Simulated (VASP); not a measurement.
Runs of VASP 6.6.1 on MgB3. The structure is that of space group P6/mmm (No. 191), or close to it. The cells are those of the table. 

```csv
task,cell,k mesh,gap on the mesh (eV),pressure (GPa),relaxed volume (Å³/atom)
single point,"a = 3.679, b = 3.679, c = 4.710 Å, angles 90.0, 90.0, 120.0°, 4 atoms",6 × 6 × 6,none,0.2,-
single point,"a = 3.676, b = 3.676, c = 4.730 Å, angles 90.0, 90.0, 120.0°, 4 atoms",12 × 12 × 10,none,0.2,-
single point,"a = 3.520, b = 3.520, c = 3.715 Å, angles 90.0, 90.0, 120.0°, 4 atoms",6 × 6 × 6,none,(a),-
relaxation of cell and atoms,"relaxed from a = 3.520, b = 3.520, c = 3.715 Å, angles 90.0, 90.0, 120.0°, 4 atoms",6 × 6 × 6,none,0.2,13.78
relaxation of cell and atoms,"relaxed from a = 3.679, b = 3.679, c = 4.710 Å, angles 90.0, 90.0, 120.0°, 4 atoms",12 × 12 × 10,none,0.0,13.86
```

Alike in all rows: level PBE; potentials or basis VASP PAW PBE potentials, release 64 (Mg, B); no spin polarisation; cutoff (eV) 600; smearing gaussian 0.1 eV.

Q: Estimate the missing entries.

A: (a) 42.6.

Caveats: the volume moved by over 15 % at a fixed basis, so the end points are rough (some runs).

A gap of «none» marks levels without a gap at the run's occupations.
